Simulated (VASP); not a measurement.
# InSe in VASP: relaxation of the atoms with PBE+D3(BJ)

Aim: the relaxation of the atoms of InSe with PBE+D3(BJ).

Everything below comes from runs of VASP 6.6.1. Logs are shortened: lines on timing, memory, paths and dates and some standing lists are left out, and cuts for length are marked.

## Step 1: The cell of the first run

The cell holds a slab with vacuum, 4 atoms: a = 4.031 Å, b = 4.031 Å, c = 22.383 Å, α = 90.00°, β = 90.00°, γ = 120.00°.

## Step 2: Relaxation of the atoms, PBE+D3(BJ)

Input file INCAR:

```
ALGO = Normal
DIPOL = 0.5 0.5 0.500
EDIFF = 1E-7
EDIFFG = -0.04
ENCUT = 450
GGA = PE
GGA_COMPAT = F
IBRION = 2
IDIPOL = 3
ISIF = 2
ISMEAR = 0
IVDW = 12
LASPH = T
LCHARG = F
LDIPOL = T
LREAL = F
LWAVE = F
NELM = 120
NELMDL = -8
NELMIN = 4
NSW = 60
PREC = Accurate
SIGMA = 0.05
```

Input file KPOINTS:

```
k-points
0
Gamma
  9 9 1
```

Input file POSCAR:

```
InSe
1.0
    4.0309630959      0.0000000029      0.0000000000
   -2.0154815504      3.4909164413      0.0000000000
    0.0000000000      0.0000000000     22.3829850064
Se In
2 2
Direct
    0.3333333333      0.6666666667      0.3797527451
    0.3333333333      0.6666666667      0.6202472549
    0.6666666667      0.3333333333      0.4375632728
    0.6666666667      0.3333333333      0.5624370011
```

Potentials or basis: VASP PAW PBE potentials, release 64 (Se, In_d).

Launch:

```sh
$ cat potpaw_PBE.64/Se/POTCAR potpaw_PBE.64/In_d/POTCAR > POTCAR
$ mpirun -np 1 vasp_std > vasp.out
```

OUTCAR:

```text
EDIFF = 1E-7
   EDIFFG = -0.04
   ENCUT = 450
   GGA = PE
   IBRION = 2
   ISIF = 2
   ISMEAR = 0
   IVDW = 12
   LASPH = T
   LREAL = F
   NELM = 120
   NELMDL = -8
   NELMIN = 4
   NSW = 60
   PREC = Accurate
 IVDW          = 12

 ion  position               nearest neighbor table
   1  0.333  0.667  0.380-   3 2.66   3 2.66   3 2.66
   2  0.333  0.667  0.620-   4 2.66   4 2.66   4 2.66
   3  0.667  0.333  0.438-   1 2.66   1 2.66   1 2.66   4 2.80
   4  0.667  0.333  0.562-   2 2.66   2 2.66   2 2.66   3 2.80

  LATTYP: Found a hexagonal cell.
 ALAT       =     4.0309630959
 C/A-ratio  =     5.5527635639

  Lattice vectors:

 A1 = (   4.0309630959,   0.0000000029,   0.0000000000)
 A2 = (  -2.0154815504,   3.4909164413,   0.0000000000)
 A3 = (   0.0000000000,   0.0000000000,  22.3829850064)

Analysis of symmetry for initial positions (statically):
=====================================================================
 Subroutine PRICEL returns:
 Original cell was already a primitive cell.

 Routine SETGRP: Setting up the symmetry group for a
 hexagonal supercell.

 Subroutine GETGRP returns: Found 12 space group operations
 (whereof 12 operations were pure point group operations)
 out of a pool of 24 trial point group operations.

The static configuration has the point symmetry D_3h.

Analysis of symmetry for dynamics (positions and initial velocities):
=====================================================================
 Subroutine PRICEL returns:
 Original cell was already a primitive cell.

 Routine SETGRP: Setting up the symmetry group for a
 hexagonal supercell.

 Subroutine GETGRP returns: Found 12 space group operations
 (whereof 12 operations were pure point group operations)
 out of a pool of 24 trial point group operations.

The dynamic configuration has the point symmetry D_3h.

 Subroutine INISYM returns: Found 12 space group operations
 (whereof 12 operations are pure point group operations),
 and found     1 'primitive' translations

----------------------------------------------------------------------------------------

                                     Primitive cell

  volume of cell :     314.9679

  direct lattice vectors                    reciprocal lattice vectors
     4.030963096  0.000000003  0.000000000     0.248079671  0.143228865  0.000000000
    -2.015481550  3.490916441  0.000000000    -0.000000000  0.286457730  0.000000000
     0.000000000  0.000000000 22.382985006     0.000000000  0.000000000  0.044676794
[... 83 lines left out ...]
   POTIM  = 0.5000    time-step for ionic-motion
   TEBEG  =    0.0;   TEEND  =   0.0 temperature during run
   PSTRESS=    0.0 pullay stress
   NELECT =      38.0000    total number of electrons
   NUPDOWN=      -1.0000    fix difference up-down
   EMIN   =  10.00;   EMAX   =-10.00  energy-range for DOS
   EFERMI =   0.00;   METHOD = LEGACY
   ISMEAR =     0;   SIGMA  =   0.05  broadening in eV -4-tet -1-fermi 0-gaus
   EFERMI_NEDOS =   21; number of points for ismear=-14 and -15
   IALGO  =     38    algorithm
   IMIX   =      4    mixing-type and parameters
     AMIX     =   0.40;   BMIX     =  1.00
     AMIX_MAG =   1.60;   BMIX_MAG =  1.00
  volume/ion in A,a.u.               =      78.74       531.38
  Fermi-wavevector in a.u.,A,eV,Ry     =   0.808936  1.528667  8.903336  0.654377
  Thomas-Fermi vector in A             =   1.917833
   LORBIT       =      0    0 simple, 1 ext, 2 COOP (PROOUT), +10 PAW based schemes
   GGA     = PE    functional components
   LHFCALC =     F    Hartree Fock is set to
   AEXX    =    0.0000 exact exchange contribution
   IVDW    =    12    specifies the selected vdW correction
   LEPSILON=     F    determine dielectric tensor
   LRPA    =     F    only Hartree local field effects (RPA)
 conjugate gradient relaxation of ions
 non-spin polarized calculation
 Gauss-broadening in eV      SIGMA  =   0.05
  energy-cutoff  :      450.00
  volume of cell :      314.97
 maximum number of plane-waves:      6863
 NGX is ok and might be reduce to    28
   NGX = 13   NGY = 13   NGZ = 77

 number of electron      37.9999992 magnetization

 dipolmoment           0.000000      0.000000     -0.000037 electrons x Angstroem

 Free energy of the ion-electron system (eV)
  ---------------------------------------------------
  ext. energy  EPLUGINS =         0.00000000
  ---------------------------------------------------
  free energy    TOTEN  =       -14.20499897 eV

  energy without entropy =      -14.20499897  energy(sigma->0) =      -14.20499897

 E-fermi :  -2.3152     XC(G=0):  -3.7722

 val. band max:       -2.5331195249   @ k =   0.1111   0.1111   0.0000
 cond. band min:      -0.9260170323   @ k =   0.0000   0.0000   0.0000
 fundamental gap:      1.6071024926
 Fermi energy:        -2.3152487788

 k-point     1 :       0.0000    0.0000    0.0000
  band No.  band energies     occupation
      1     -16.5443      2.00000
      2     -16.3611      2.00000
      3     -16.3611      2.00000
      4     -16.2787      2.00000
      5     -16.2787      2.00000
      6     -16.2716      2.00000
[... 301 lines left out ...]
     22       1.5120      0.00000
     23       2.5205      0.00000

------------------------ aborting loop because EDIFF is reached ----------------------------------------

 vacuum level on the upper side and lower side of the slab       (xc-potential included)        -0.056        -0.055

 Edisp (eV)   -0.88527

 E8    (eV) :    -0.4265

  FORCE on cell =-STRESS in cart. coord.  units (eV):
  Direction    XX          YY          ZZ          XY          YZ          ZX
  --------------------------------------------------------------------------------------
  -------------------------------------------------------------------------------------
  Total      -0.03917    -0.03917     0.01126    -0.00000    -0.00000     0.00000
  in kB      -0.19927    -0.19927     0.05728    -0.00000    -0.00000     0.00000
  external pressure =       -0.11 kB  Pullay stress =        0.00 kB

 VOLUME and BASIS-vectors are now :
 -----------------------------------------------------------------------------
  energy-cutoff  :      450.00
  volume of cell :      314.97
      direct lattice vectors                 reciprocal lattice vectors
     4.030963096  0.000000003  0.000000000     0.248079671  0.143228865  0.000000000
    -2.015481550  3.490916441  0.000000000    -0.000000000  0.286457730  0.000000000
     0.000000000  0.000000000 22.382985006     0.000000000  0.000000000  0.044676794

 POSITION                                       TOTAL-FORCE (eV/Angst)
 -----------------------------------------------------------------------------------
     -0.00000      2.32728      8.50000         0.000000      0.000000     -0.008462
     -0.00000      2.32728     13.88299        -0.000000      0.000000      0.008462
      2.01548      1.16364      9.79397         0.000000     -0.000000      0.008623
      2.01548      1.16364     12.58902        -0.000000      0.000000     -0.008623
 -----------------------------------------------------------------------------------
    total drift:                                0.000000     -0.000000     -0.004577

  FREE ENERGIE OF THE ION-ELECTRON SYSTEM (eV)
  ---------------------------------------------------
  free  energy   TOTEN  =       -15.0902668459 eV

  energy  without entropy=      -15.0902668458  energy(sigma->0) =      -15.09026685

 reached required accuracy - stopping structural energy minimisation

 vacuum level on the upper side and lower side of the slab         3.419         3.419
```

It took 2.3 min on 1 thread of AMD EPYC 7R43 (Zen 3), shared host; peak memory 0.32 GiB.

What came out:

```
Free energy                  : -15.0903 eV
Largest force after relaxing : 0.009 eV/Å
Band gap on the k mesh       : 1.61 eV (least direct gap 1.67 eV)
Dispersion energy per atom   : -0.221 eV
```

Forces in eV/Å, atoms in the order of the input:
```
Se   0.000  0.000 -0.008
Se   0.000  0.000  0.008
In   0.000  0.000  0.009
In   0.000  0.000 -0.009
```

Final structure:
```
Se In
1.0
     4.03096    0.00000    0.00000
    -2.01548    3.49092    0.00000
     0.00000    0.00000   22.38299
Se In
2 2
Direct
  0.33333 0.66667 0.37975
  0.33333 0.66667 0.62025
  0.66667 0.33333 0.43756
  0.66667 0.33333 0.56244
```

Levels at points of the mesh, in eV from the valence-band top:
```tsv
k point	band 17	band 18	band 19	band 20	band 21	band 22
(0.00, 0.00, 0.00)	-0.38	-0.38	-0.07	1.61	2.82	5.06
```

Caveat: the relaxation stopped at its first step, so nothing moved; spin-orbit coupling is left out, which moves the levels of the heavy elements.
